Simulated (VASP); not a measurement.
# PbS (I4/mmm) in VASP: further runs

The runs below take PbS through single point, with PBE.

Program: VASP 6.6.1. These are calculated values, not measurements. Logs are shortened: lines on timing, memory, paths and dates and some standing lists are left out, and cuts for length are marked.

## Step 1: The cell of the first run

It takes space group I4/mmm (No. 139, tetragonal). The conventional cell has a = 4.225 Å, b = 4.225 Å, c = 5.945 Å, α = 90.00°, β = 90.00°, γ = 90.00°. Pb (site symmetry 4/mmm) has 6 S at 2.97 to 2.99 Å within 3.9 Å. Within 3.9 Å of S (site symmetry 4/mmm) lie 6 Pb at 2.97 to 2.99 Å.

## Step 2: Single point, PBE (uniaxial x strain -0.5%)

File INCAR:

```
SYSTEM = PbS
ALGO     = Normal         ! electronic algorithm
EDIFF    = 1E-6           ! SCF threshold, eV
ENCUT    = 520            ! plane-wave cutoff, eV
GGA      = PE             ! functional
ISIF     = 2              ! what is computed and relaxed
ISMEAR   = 0              ! smearing method
LASPH    = .True.         ! aspherical terms in the spheres
LCHARG   = .False.        ! write CHGCAR
LREAL    = .False.        ! projectors in reciprocal space
LWAVE    = .False.        ! write WAVECAR
NBANDS   = 17             ! bands
NELM     = 60             ! most SCF steps
PREC     = Accurate       ! precision mode
SIGMA    = 0.01           ! smearing width, eV
```

File KPOINTS:

```
k-points
0
Gamma
  4 4 4
  0 0 0
```

File POSCAR:

```
PbS
1.0
    0.0000000000      2.9872326629      2.9872326629
    2.9722964996      0.0000000000      2.9872326629
    2.9722964996      2.9872326629      0.0000000000
Pb S
1 1
Direct
    0.0000000000      0.0000000000      0.0000000000
    0.5000000000      0.5000000000      0.5000000000
```

Potentials or basis: VASP PAW PBE potentials, release 64 (Pb_d, S).

Started as:

```
> cat potpaw_PBE.64/Pb_d/POTCAR potpaw_PBE.64/S/POTCAR > POTCAR
> mpirun -np 1 vasp_std > vasp.out
```

OUTCAR:

```text
SYSTEM = PbS
   EDIFF = 1E-6
   ENCUT = 520
   GGA = PE
   ISIF = 2
   ISMEAR = 0
   LASPH = .True.
   LREAL = .False.
   NELM = 60
   PREC = Accurate

 ion  position               nearest neighbor table
   1  0.000  0.000  0.000-   2 2.97   2 2.97   2 2.99   2 2.99   2 2.99   2 2.99
   2  0.500  0.500  0.500-   1 2.97   1 2.97   1 2.99   1 2.99   1 2.99   1 2.99

  LATTYP: Found a body centered tetragonal cell.
 ALAT       =     4.2245849458
 C/A-ratio  =     1.4071424946

  Lattice vectors:

 A1 = (  -2.9722964996,   0.0000000000,  -2.9872326629)
 A2 = (  -2.9722964996,   0.0000000000,   2.9872326629)
 A3 = (   2.9722964996,   2.9872326629,   0.0000000000)

Analysis of symmetry for initial positions (statically):
=====================================================================
 Subroutine PRICEL returns:
 Original cell was already a primitive cell.

 Routine SETGRP: Setting up the symmetry group for a
 body centered tetragonal supercell.

 Subroutine GETGRP returns: Found 16 space group operations
 (whereof 16 operations were pure point group operations)
 out of a pool of 16 trial point group operations.

The static configuration has the point symmetry D_4h.

Analysis of symmetry for dynamics (positions and initial velocities):
=====================================================================
 Subroutine PRICEL returns:
 Original cell was already a primitive cell.

 Routine SETGRP: Setting up the symmetry group for a
 body centered tetragonal supercell.

 Subroutine GETGRP returns: Found 16 space group operations
 (whereof 16 operations were pure point group operations)
 out of a pool of 16 trial point group operations.

The dynamic configuration has the point symmetry D_4h.

 Subroutine INISYM returns: Found 16 space group operations
 (whereof 16 operations are pure point group operations),
 and found     1 'primitive' translations

----------------------------------------------------------------------------------------

                                     Primitive cell

  volume of cell :      53.0469

  direct lattice vectors                    reciprocal lattice vectors
     0.000000000  2.987232663  2.987232663    -0.168220095  0.167378995  0.167378995
     2.972296500  0.000000000  2.987232663     0.168220095 -0.167378995  0.167378995
     2.972296500  2.987232663  0.000000000     0.168220095  0.167378995 -0.167378995

  length of vectors
     4.224584946  4.214036718  4.214036718     0.290395345  0.290395345  0.290395345

  position of ions in fractional coordinates (direct lattice)
     0.000000000  0.000000000  0.000000000
[... 67 lines left out ...]
   LREAL  =      F    real-space projection
   EDIFFG = 0.1E-04   stopping-criterion for IOM
   NSW    =      0    number of steps for IOM
   IBRION =     -1    ionic relax: 0-MD 1-quasi-New 2-CG
   NFREE  =      0    steps in history (QN), initial steepest desc. (CG)
   ISIF   =      2    stress and relaxation
   ISYM   =      2    0-nonsym 1-usesym 2-fastsym
   POTIM  = 0.5000    time-step for ionic-motion
   TEBEG  =    0.0;   TEEND  =   0.0 temperature during run
   PSTRESS=    0.0 pullay stress
   NELECT =      20.0000    total number of electrons
   NUPDOWN=      -1.0000    fix difference up-down
   EMIN   =  10.00;   EMAX   =-10.00  energy-range for DOS
   EFERMI =   0.00;   METHOD = LEGACY
   ISMEAR =     0;   SIGMA  =   0.01  broadening in eV -4-tet -1-fermi 0-gaus
   EFERMI_NEDOS =   21; number of points for ismear=-14 and -15
   IALGO  =     38    algorithm
   IMIX   =      4    mixing-type and parameters
     AMIX     =   0.40;   BMIX     =  1.00
     AMIX_MAG =   1.60;   BMIX_MAG =  1.00
  volume/ion in A,a.u.               =      26.52       178.99
  Fermi-wavevector in a.u.,A,eV,Ry     =   1.182673  2.234928 19.030685  1.398716
  Thomas-Fermi vector in A             =   2.318923
   LORBIT       =      0    0 simple, 1 ext, 2 COOP (PROOUT), +10 PAW based schemes
   GGA     = PE    functional components
   LHFCALC =     F    Hartree Fock is set to
   AEXX    =    0.0000 exact exchange contribution
   IVDW    =     0    specifies the selected vdW correction
   LEPSILON=     F    determine dielectric tensor
   LRPA    =     F    only Hartree local field effects (RPA)
 non-spin polarized calculation
 Gauss-broadening in eV      SIGMA  =   0.01
  energy-cutoff  :      520.00
  volume of cell :       53.05
 maximum number of plane-waves:      1440
   NGX = 15   NGY = 15   NGZ = 15

 number of electron      20.0000001 magnetization

 Free energy of the ion-electron system (eV)
  ---------------------------------------------------
  ext. energy  EPLUGINS =         0.00000000
  ---------------------------------------------------
  free energy    TOTEN  =        -8.75156396 eV

  energy without entropy =       -8.75156396  energy(sigma->0) =       -8.75156396

 E-fermi :   5.6955     XC(G=0):  -9.6060

 val. band max:        5.5866723490   @ k =   0.5000   0.0000   0.0000
 cond. band min:       6.0094185818   @ k =   0.5000   0.0000   0.0000
 fundamental gap:      0.4227462329
 Fermi energy:         5.6954914102

 k-point     1 :       0.0000    0.0000    0.0000
  band No.  band energies     occupation
      1     -11.1936      2.00000
      2     -11.1923      2.00000
      3     -11.1923      2.00000
      4     -11.1779      2.00000
      5     -11.1745      2.00000
      6      -7.8443      2.00000
[... 237 lines left out ...]
      4     -11.1346      2.00000
      5     -11.1346      2.00000
      6      -6.2227      2.00000
[... 9 lines left out ...]
     16      17.8681      0.00000
     17      17.8807      0.00000

------------------------ aborting loop because EDIFF is reached ----------------------------------------

  FORCE on cell =-STRESS in cart. coord.  units (eV):
  Direction    XX          YY          ZZ          XY          YZ          ZX
  --------------------------------------------------------------------------------------
  -------------------------------------------------------------------------------------
  Total        0.5578221      0.3392194      0.3392194      0.0000000      0.0000000      0.0000000
  in kB       16.8479128     10.2454508     10.2454508      0.0000000      0.0000000      0.0000000
  external PRESSURE =      12.4462715 kB  Pullay stress =       0.0000000 kB

 VOLUME and BASIS-vectors are now :
 -----------------------------------------------------------------------------
  energy-cutoff  :      520.00
  volume of cell :       53.05
      direct lattice vectors                 reciprocal lattice vectors
     0.000000000  2.987232663  2.987232663    -0.168220095  0.167378995  0.167378995
     2.972296500  0.000000000  2.987232663     0.168220095 -0.167378995  0.167378995
     2.972296500  2.987232663  0.000000000     0.168220095  0.167378995 -0.167378995

 POSITION                                       TOTAL-FORCE (eV/Angst)
 -----------------------------------------------------------------------------------
      0.00000      0.00000      0.00000         0.000000      0.000000     -0.000000
      2.97230      2.98723      2.98723         0.000000     -0.000000      0.000000
 -----------------------------------------------------------------------------------
    total drift:                                0.000000     -0.000000     -0.000000

  FREE ENERGIE OF THE ION-ELECTRON SYSTEM (eV)
  ---------------------------------------------------
  free  energy   TOTEN  =        -8.7515639579 eV

  energy  without entropy=       -8.7515639579  energy(sigma->0) =       -8.75156396
```

OSZICAR:

```text
N       E                     dE             d eps       ncg     rms          rms(c)
DAV:   1     0.161505395545E+03    0.16151E+03   -0.96015E+03   442   0.123E+03
DAV:   2     0.312048279967E+01   -0.15838E+03   -0.15265E+03   468   0.318E+02
DAV:   3    -0.896922788986E+01   -0.12090E+02   -0.12020E+02   586   0.925E+01
DAV:   4    -0.924007938538E+01   -0.27085E+00   -0.27063E+00   537   0.153E+01
DAV:   5    -0.925018698092E+01   -0.10108E-01   -0.10106E-01   665   0.293E+00    0.447E+00
DAV:   6    -0.874744030010E+01    0.50275E+00   -0.14979E+00   684   0.795E+00    0.317E+00
DAV:   7    -0.874839876677E+01   -0.95847E-03   -0.14066E-01   563   0.185E+00    0.185E+00
DAV:   8    -0.875189137234E+01   -0.34926E-02   -0.16952E-02   524   0.137E+00    0.297E-01
DAV:   9    -0.875135326131E+01    0.53811E-03   -0.36318E-03   724   0.502E-01    0.882E-02
DAV:  10    -0.875155636876E+01   -0.20311E-03   -0.39393E-04   461   0.116E-01    0.562E-02
DAV:  11    -0.875156310022E+01   -0.67315E-05   -0.55992E-05   649   0.808E-02    0.154E-02
DAV:  12    -0.875156395793E+01   -0.85770E-06   -0.34923E-06   554   0.194E-02
   1 F= -.87515640E+01 E0= -.87515640E+01  d E =-.131808E-54
```

stdout:

```text
POSCAR found type information on POSCAR PbS
 POSCAR found :  2 types and       2 ions
 scaLAPACK will be used
 LDA part: xc-table for (Slater+PW92), standard interpolation
 POSCAR, INCAR and KPOINTS ok, starting setup
 FFT: planning ... GRIDC
 FFT: planning ... GRID_SOFT
 FFT: planning ... GRID
 WAVECAR not read
 entering main loop
```

Run time: 11 s. Hardware: 1 thread of Intel Xeon 8259CL, shared host; peak memory 0.17 GiB.

What came out:

```yaml
Free_energy: -8.7516 eV
Pressure: 1.2 GPa
Band_gap_on_the_k_mesh: 0.42 eV, direct
```

Stress tensor (GPa, compression positive):
```
1.68 0.00 0.00
0.00 1.02 0.00
0.00 0.00 1.02
```

Caveat: the k points lie up to 0.46 Å⁻¹ apart; the cell differs from its parent crystal (uniaxial x strain -0.5%); spin-orbit coupling is left out, which moves the levels of the heavy elements. A k mesh can miss the band edges.

## Step 3: Single point, PBE (epitaxial xy strain +1.0%)

File INCAR:

```
ALGO = Normal
EDIFF = 1E-6
ENCUT = 520
GGA = PE
ISIF = 2
ISMEAR = 0
LASPH = True
LCHARG = True
LELF = True
LREAL = False
LVHAR = True
LWAVE = False
NBANDS = 17
NELM = 80
PREC = Accurate
SIGMA = 0.01
```

File KPOINTS:

```
k-points
0
Gamma
  4 4 4
```

File POSCAR:

```
PbS
1.0
    0.0000000000      3.0171049895      2.9795134127
    3.0171049895      0.0000000000      2.9795134127
    3.0171049895      3.0171049895      0.0000000000
Pb S
1 1
Direct
    0.0000000000      0.0000000000      0.0000000000
    0.5000000000      0.5000000000      0.5000000000
```

Potentials or basis: VASP PAW PBE potentials, release 64 (Pb_d, S).

Started as:

```
> cat potpaw_PBE.64/Pb_d/POTCAR potpaw_PBE.64/S/POTCAR > POTCAR
> mpirun -np 1 vasp_std > vasp.out
```

OUTCAR:

```text
EDIFF = 1E-6
   ENCUT = 520
   GGA = PE
   ISIF = 2
   ISMEAR = 0
   LASPH = True
   LREAL = False
   NELM = 80
   PREC = Accurate

 ion  position               nearest neighbor table
   1  0.000  0.000  0.000-   2 2.98   2 2.98   2 3.02   2 3.02   2 3.02   2 3.02
   2  0.500  0.500  0.500-   1 2.98   1 2.98   1 3.02   1 3.02   1 3.02   1 3.02

  LATTYP: Found a body centered tetragonal cell.
 ALAT       =     4.2668307953
 C/A-ratio  =     1.3965931886

  Lattice vectors:

 A1 = (   0.0000000000,  -3.0171049895,  -2.9795134127)
 A2 = (   0.0000000000,   3.0171049895,  -2.9795134127)
 A3 = (   3.0171049895,   0.0000000000,   2.9795134127)

Analysis of symmetry for initial positions (statically):
=====================================================================
 Subroutine PRICEL returns:
 Original cell was already a primitive cell.

 Routine SETGRP: Setting up the symmetry group for a
 body centered tetragonal supercell.

 Subroutine GETGRP returns: Found 16 space group operations
 (whereof 16 operations were pure point group operations)
 out of a pool of 16 trial point group operations.

The static configuration has the point symmetry D_4h.

Analysis of symmetry for dynamics (positions and initial velocities):
=====================================================================
 Subroutine PRICEL returns:
 Original cell was already a primitive cell.

 Routine SETGRP: Setting up the symmetry group for a
 body centered tetragonal supercell.

 Subroutine GETGRP returns: Found 16 space group operations
 (whereof 16 operations were pure point group operations)
 out of a pool of 16 trial point group operations.

The dynamic configuration has the point symmetry D_4h.

 Subroutine INISYM returns: Found 16 space group operations
 (whereof 16 operations are pure point group operations),
[... 98 lines left out ...]
   EFERMI =   0.00;   METHOD = LEGACY
   ISMEAR =     0;   SIGMA  =   0.01  broadening in eV -4-tet -1-fermi 0-gaus
   EFERMI_NEDOS =   21; number of points for ismear=-14 and -15
   IALGO  =     38    algorithm
   IMIX   =      4    mixing-type and parameters
     AMIX     =   0.40;   BMIX     =  1.00
     AMIX_MAG =   1.60;   BMIX_MAG =  1.00
  volume/ion in A,a.u.               =      27.12       183.03
  Fermi-wavevector in a.u.,A,eV,Ry     =   1.173904  2.218358 18.749533  1.378052
  Thomas-Fermi vector in A             =   2.310310
   LORBIT       =      0    0 simple, 1 ext, 2 COOP (PROOUT), +10 PAW based schemes
   GGA     = PE    functional components
   LHFCALC =     F    Hartree Fock is set to
   AEXX    =    0.0000 exact exchange contribution
   IVDW    =     0    specifies the selected vdW correction
   LEPSILON=     F    determine dielectric tensor
   LRPA    =     F    only Hartree local field effects (RPA)
 non-spin polarized calculation
 Gauss-broadening in eV      SIGMA  =   0.01
  energy-cutoff  :      520.00
  volume of cell :       54.24
 maximum number of plane-waves:      1469
   NGX = 15   NGY = 15   NGZ = 15

 number of electron      20.0000004 magnetization

 Free energy of the ion-electron system (eV)
  ---------------------------------------------------
  ext. energy  EPLUGINS =         0.00000000
  ---------------------------------------------------
  free energy    TOTEN  =        -8.75496803 eV

  energy without entropy =       -8.75496803  energy(sigma->0) =       -8.75496803

 E-fermi :   5.3375     XC(G=0):  -9.5016

 val. band max:        5.2824489526   @ k =   0.5000   0.0000   0.0000
 cond. band min:       5.7772136903   @ k =   0.5000   0.0000   0.0000
 fundamental gap:      0.4947647377
 Fermi energy:         5.3374722724

 k-point     1 :       0.0000    0.0000    0.0000
  band No.  band energies     occupation
      1     -11.4493      2.00000
      2     -11.4457      2.00000
      3     -11.4457      2.00000
      4     -11.4342      2.00000
      5     -11.4257      2.00000
      6      -7.9352      2.00000
[... 237 lines left out ...]
      4     -11.4263      2.00000
      5     -11.4003      2.00000
      6      -6.3973      2.00000
[... 9 lines left out ...]
     16      17.0618      0.00000
     17      17.5586      0.00000

------------------------ aborting loop because EDIFF is reached ----------------------------------------

  FORCE on cell =-STRESS in cart. coord.  units (eV):
  Direction    XX          YY          ZZ          XY          YZ          ZX
  --------------------------------------------------------------------------------------
  -------------------------------------------------------------------------------------
  Total       -0.1628456     -0.1628456      0.3471666      0.0000000     -0.0000000     -0.0000000
  in kB       -4.8098367     -4.8098367     10.2539781      0.0000000     -0.0000000     -0.0000000
  external PRESSURE =       0.2114349 kB  Pullay stress =       0.0000000 kB

 VOLUME and BASIS-vectors are now :
 -----------------------------------------------------------------------------
  energy-cutoff  :      520.00
  volume of cell :       54.24
      direct lattice vectors                 reciprocal lattice vectors
     0.000000000  3.017104989  2.979513413    -0.165721777  0.165721777  0.167812636
     3.017104989  0.000000000  2.979513413     0.165721777 -0.165721777  0.167812636
     3.017104989  3.017104989  0.000000000     0.165721777  0.165721777 -0.167812636

 POSITION                                       TOTAL-FORCE (eV/Angst)
 -----------------------------------------------------------------------------------
      0.00000      0.00000      0.00000         0.000000     -0.000000      0.000000
      3.01710      3.01710      2.97951        -0.000000      0.000000      0.000000
 -----------------------------------------------------------------------------------
    total drift:                                0.000000     -0.000000     -0.000000

  FREE ENERGIE OF THE ION-ELECTRON SYSTEM (eV)
  ---------------------------------------------------
  free  energy   TOTEN  =        -8.7549680260 eV

  energy  without entropy=       -8.7549680260  energy(sigma->0) =       -8.75496803
```

stdout:

```text
POSCAR found type information on POSCAR PbS
 POSCAR found :  2 types and       2 ions
 scaLAPACK will be used
 LDA part: xc-table for (Slater+PW92), standard interpolation
 POSCAR, INCAR and KPOINTS ok, starting setup
 FFT: planning ... GRIDC
 FFT: planning ... GRID_SOFT
 FFT: planning ... GRID
 WAVECAR not read
 entering main loop
```

Wall time 13 s (1 thread of Intel Xeon 8259CL, shared host); peak memory 0.17 GiB.

Results:

| Property | Result |
| --- | --- |
| Free energy | -8.7550 eV |
| Pressure | 0.0 GPa |
| Band gap on the k mesh | 0.49 eV, direct |

Levels at points of the mesh, in eV from the valence-band top:
| k point | band 8 | band 9 | band 10 | band 11 | band 12 | band 13 |
| --- | --- | --- | --- | --- | --- | --- |
| (0.00, 0.00, 0.00) | -2.01 | -1.91 | -1.91 | 5.04 | 5.04 | 5.32 |
| (0.50, 0.00, 0.00) | -1.60 | -1.57 | 0.00 | 0.49 | 2.04 | 2.12 |
| (0.50, 0.50, 0.00) | -4.85 | -3.17 | -3.17 | 4.03 | 5.52 | 5.52 |
| (0.50, 0.00, 0.50) | -4.82 | -3.21 | -3.08 | 4.08 | 5.43 | 5.47 |

Caveat: the k points lie up to 0.45 Å⁻¹ apart; the cell differs from its parent crystal (epitaxial xy strain +1.0%); spin-orbit coupling is left out, which moves the levels of the heavy elements. A k mesh can miss the band edges.

[end of part 1 of 2]
